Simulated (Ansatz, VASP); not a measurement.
Ru in VASP and in Ansatz

INCAR

```
SYSTEM = Ru
  ALGO = Fast
  EDIFF = 1E-7
  ENCUT = 520
  GGA = CA
  ISIF = 2
  ISMEAR = 0
  LASPH = .True.
  LCHARG = .False.
  LREAL = .False.
  LWAVE = .False.
  NBANDS = 21
  NELM = 80
  PREC = Accurate
  SIGMA = 0.15
```

Contents of KPOINTS:

```
k-points
0
Gamma
  21 21 12
  0 0 0
```

Contents of POSCAR:

```
Ru
1.0
    2.7057993342      0.0000000000      0.0000000000
   -1.3528996671      2.3432909610      0.0000000000
    0.0000000000      0.0000000000      4.0678050000
Ru
2
Direct
    0.3333333333      0.6666666667      0.2500000000
    0.6666666667      0.3333333333      0.7500000000
```

Input for Ansatz:

```yaml
crystal:
  lattice:
    - [2.7057993342, 0.0, 0.0]
    - [-1.3528996671, 2.343290961, 0.0]
    - [0.0, 0.0, 4.067805]
  atoms:
    - { symbol: Ru, position: [0.3333333333, 0.6666666667, 0.25] }
    - { symbol: Ru, position: [0.6666666667, 0.3333333333, 0.75] }
basis:
  ecutwfc: 420
kpoints:
  mp_grid: { grid: [21, 21, 12] }
hamiltonian:
  xc: lda
scf:
  occupations: { method: gaussian, width: 0.15 }
output:
  forces: true
  stress: true
  eigenvalues: true
```

Change from the starting cell: strain -0.0500 x Voigt [0, 0, 1, 0, 0, 0], atoms carried along.

Alike in both runs: task single point; functional LDA; k mesh 21 × 21 × 12; occupations gaussian, width 0.15 eV; no spin polarisation.

|  | VASP | Ansatz |
| --- | --- | --- |
| version | VASP 6.6.1 | Ansatz 0.2.0 |
| potentials or method | VASP PAW LDA potentials, release 64 (Ru_pv), cutoff 520 eV | scalar-relativistic, plane waves, PAW |
| valence electrons in the cell | 28 | 32 |

|  | VASP | Ansatz | Ansatz less VASP |
| --- | --- | --- | --- |
| gap on the k mesh at the Fermi level (eV) | none | none | - |
| pressure (GPa) | 8.5 | 7.4 | -1.13 |
| traceless stress, the component that is largest in VASP (GPa) | 17.14 | 16.98 | -0.160 |

LDA's correlation is that of Perdew and Zunger in VASP and of Perdew and Wang (1992) in Ansatz. A gap of «none» marks a metal or a gap that the smearing closes. VASP's potentials hold 28 valence electrons a cell and Ansatz's 32, so a difference there can come from the potentials and not from the codes.
